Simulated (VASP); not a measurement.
Input of a VASP 6.6.1 run:

INCAR

```
PREC = Accurate
ENCUT = 520
EDIFF = 1E-7
ISMEAR = 0
SIGMA = 0.1
LREAL = F
LASPH = T
NELM = 80
ALGO = Normal
ISIF = 2
LWAVE = F
LCHARG = T
GGA = PE
LELF = T
LVHAR = T
NBANDS = 20
```

KPOINTS

```
Automatic mesh
0
Gamma
  12 12 4
```

File POSCAR:

```
Al6N
1.0
    2.8930108655      0.0000000000      0.0000000000
   -1.4465054328      2.5054209030      0.0000000000
    0.0000000000      0.0000000000     13.8627958608
Al N
6 1
Direct
    0.3333333333      0.6666666667      0.0873375006
    0.6666666667      0.3333333333      0.9126624994
    0.6666666667      0.3333333333      0.4161411815
    0.3333333333      0.6666666667      0.5838588185
    0.0000000000      0.0000000000      0.7474711848
    0.0000000000      0.0000000000      0.2525288152
    0.0000000000      0.0000000000      0.0000000000
```

Potentials or basis: VASP PAW PBE potentials, release 64 (Al, N).

Command:

```sh
$ cat potpaw_PBE.64/Al/POTCAR potpaw_PBE.64/N/POTCAR > POTCAR
$ mpirun -np 1 vasp_std > vasp.out
```

Task: Predict the pressure.

Result: -0.1 GPa.

Task: Estimate the largest force.

Result: 0.015 eV/Å.

Forces on the atoms (eV/Å):
```
Al   0.000  0.000 -0.015
Al   0.000  0.000  0.015
Al   0.000  0.000 -0.001
Al   0.000  0.000  0.001
Al   0.000  0.000  0.000
Al   0.000  0.000  0.000
N    0.000  0.000  0.000
```
